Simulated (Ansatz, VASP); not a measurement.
Two plane-wave programs on MnH4

```
Mn H
1.0
     1.71006   -3.88200    0.00000
     1.71006    3.88200    0.00000
     0.00000    0.00000    3.33216
Mn H
1 4
Direct
  0.00000 0.00000 0.50000
  0.13703 0.86297 0.00000
  0.86297 0.13703 0.00000
  0.50000 0.50000 0.50000
  0.00000 0.00000 0.00000
```

Alike in both runs: functional PBE; k mesh 6 × 6 × 6; occupations gaussian, width 0.1 eV; collinear spin.

Ansatz relaxed the structure, and its values are those at the end. VASP's run is a single point on that final structure, the one shown.

|  | VASP | Ansatz |
| --- | --- | --- |
| version | VASP 6.6.1 | Ansatz 0.2.0 |
| potentials or method | VASP PAW PBE potentials, release 64 (Mn_pv, H), cutoff 520 eV | scalar-relativistic, plane waves, PAW |
| valence electrons in the cell | 17 | 19 |

VASP gave:

| Quantity | Value |
| --- | --- |
| gap on the k mesh at the Fermi level (eV) | none |
| pressure (GPa) | -0.1 |
| rms of the force components (eV/Å) | 0.010 |
| net moment per atom (μB) | 0.74 |
| size of the moment on the site where the two differ most (μB) | 3.51 |

**Question.** Which values does Ansatz return?

**Answer.** gap on the k mesh at the Fermi level (eV): none; pressure (GPa): 0.0; rms of the force components (eV/Å): 0.006; net moment per atom (μB): 0.74; size of the moment on the site where the two differ most (μB): 2.68.

Site moments also hang on the region over which each program counts them. A gap of «none» marks a metal or a gap that the smearing closes. VASP's potentials hold 17 valence electrons a cell and Ansatz's 19, so a difference there can come from the potentials and not from the codes.
